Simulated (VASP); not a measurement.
Wanted: the native input for a VASP 6.6.1 run.

```yaml
Task: single point
Functional: PBE
Potentials_or_basis: VASP PAW PBE potentials, release 64 (Ge_d, F)
Cutoff: 520 eV
k_mesh: 7 × 5 × 1
Occupations: gaussian, width 0.1 eV
Spin: no spin polarisation
Dipole_correction: yes
Further_INCAR_settings: ALGO = Normal; EDIFF = 1e-06; NBANDS = 54
```

The structure of Ge6F lies in POSCAR:

```
Ge6F
1.0
    4.0740542126      0.0000000000      0.0000000000
    0.0000000000      5.7615827213      0.0000000000
    0.0000000000      0.0000000000     19.5242196736
Ge F
6 1
Direct
    0.5000000000      0.0000000000      0.2048737449
    0.0000000000      0.2500000000      0.2048737449
    0.0000000000      0.5005156572      0.3087424246
    0.5000000000      0.7494843428      0.3087424246
    0.5000000000      0.0069199665      0.4109879835
    0.0000000000      0.2430800335      0.4109879835
    0.6666666667      0.1735866331      0.4995985794
```

The input as run:

INCAR

```
SYSTEM = Ge6F
ALGO = Normal
DIPOL = 0.5 0.5 0.336
EDIFF = 1E-6
ENCUT = 520
GGA = PE
IDIPOL = 3
ISIF = 2
ISMEAR = 0
LASPH = .True.
LCHARG = .False.
LDIPOL = .True.
LREAL = .False.
LWAVE = .False.
NBANDS = 54
NELM = 80
PREC = Accurate
SIGMA = 0.1
```

KPOINTS

```
k-points
0
Gamma
  7 5 1
  0 0 0
```

Potentials or basis: VASP PAW PBE potentials, release 64 (Ge_d, F).

Launch:

```console
$ cat potpaw_PBE.64/Ge_d/POTCAR potpaw_PBE.64/F/POTCAR > POTCAR
$ mpirun -np 1 vasp_std > vasp.out
```

It gave:

```json
{
 "Largest force": "0.705 eV/Å",
 "Band gap on the k mesh": "zero (an odd number of electrons rules out a gap without spin polarisation)"
}
```

Caveat: an odd number of electrons without spin polarisation forces a metal; a magnetic or distorted state may lie lower.

Wall time 20 min on 1 thread of Oxide Virtual Turin-like Processor (shared host), peak memory 0.64 GiB.
